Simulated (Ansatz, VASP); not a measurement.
**GePdF4 in VASP and in Ansatz**

```
CELL_PARAMETERS angstrom
5.42121 0.00000 0.00000
0.00000 5.42121 0.00000
0.00000 0.00000 3.64418
ATOMIC_POSITIONS crystal
Ge 0.00000 0.00000 0.78447
Pd 0.50000 0.50000 0.02328
F 0.76128 0.76128 0.03492
F 0.23872 0.23872 0.03492
F 0.23872 0.76128 0.03492
F 0.76128 0.23872 0.03492
```

Alike in both runs: functional PBE; k mesh 8 × 8 × 10; occupations gaussian, width 0.1 eV; no spin polarisation.

Ansatz relaxed the structure, and its values are those at the end. VASP's run is a single point on that final structure, the one shown.

```csv
,VASP,Ansatz
version,VASP 6.6.1,Ansatz 0.2.0
potentials or method,"VASP PAW PBE potentials, release 64 (Ge_d, Pd, F), cutoff 520 eV","scalar-relativistic, plane waves, PAW"
valence electrons in the cell,52,60
```

VASP gave:

```
gap on the k mesh at the Fermi level (eV) : 0.21
least direct gap on the mesh (eV)         : 0.21
pressure (GPa)                            : 0.0
rms of the force components (eV/Å)        : 0.014
```

Question: Which values does Ansatz return?

Answer: gap on the k mesh at the Fermi level (eV): 0.26; least direct gap on the mesh (eV): 0.26; pressure (GPa): 0.0; rms of the force components (eV/Å): 0.000.

VASP's potentials hold 52 valence electrons a cell and Ansatz's 60, so a difference there can come from the potentials and not from the codes.
